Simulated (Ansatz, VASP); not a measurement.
# AlNi in VASP and in Ansatz

Contents of INCAR:

```
  PREC = Accurate
  ENCUT = 520
  EDIFF = 1E-6
  ISMEAR = 0
  SIGMA = 0.15
  LREAL = F
  LASPH = T
  NELM = 60
  ALGO = Fast
  ISIF = 2
  LWAVE = F
  LCHARG = F
  GGA = PE
  NBANDS = 14
```

Contents of KPOINTS:

```
regular mesh
0
Gamma
  20 20 20
```

POSCAR

```
AlNi
1.0
    2.8930835326      0.0000000000      0.0216981265
    0.0000000000      2.8930835326      0.0000000000
    0.0216981265      0.0000000000      2.8930835326
Al Ni
1 1
Direct
    0.0000000000      0.0000000000      0.0000000000
    0.5000000000      0.5000000000      0.5000000000
```

Input for Ansatz:

```yaml
crystal:
  lattice:
    - [2.8930835326, 0.0, 0.0216981265]
    - [0.0, 2.8930835326, 0.0]
    - [0.0216981265, 0.0, 2.8930835326]
  atoms:
    - { symbol: Al, position: [0.0, 0.0, 0.0] }
    - { symbol: Ni, position: [0.5, 0.5, 0.5] }
basis:
  ecutwfc: 420
kpoints:
  mp_grid: { grid: [20, 20, 20] }
hamiltonian:
  xc: pbe
scf:
  occupations: { method: gaussian, width: 0.15 }
output:
  forces: true
  stress: true
  eigenvalues: true
```

Change from the starting cell: strain +0.0150 x Voigt [0, 0, 0, 0, 1, 0], atoms carried along.

Alike in both runs: task single point; functional PBE; k mesh 20 × 20 × 20; occupations gaussian, width 0.15 eV; no spin polarisation.

```csv
,VASP,Ansatz
version,VASP 6.6.1,Ansatz 0.2.0
potentials or method,"VASP PAW PBE potentials, release 64 (Al, Ni), cutoff 520 eV","scalar-relativistic, plane waves, PAW"
valence electrons in the cell,13,21
```

Ansatz gave:

```
gap on the k mesh at the Fermi level (eV)                     : none
pressure (GPa)                                                : 0.1
traceless stress, the component that is largest in VASP (GPa) : -1.74
```

**Question.** What did VASP give for the same quantities?

**Answer.** gap on the k mesh at the Fermi level (eV): none; pressure (GPa): -0.2; traceless stress, the component that is largest in VASP (GPa): -1.73.

A gap of «none» marks a metal or a gap that the smearing closes. With one functional, cell and mesh, what is left measures potentials, basis and numerics. VASP's potentials hold 13 valence electrons a cell and Ansatz's 21, so a difference there can come from the potentials and not from the codes.
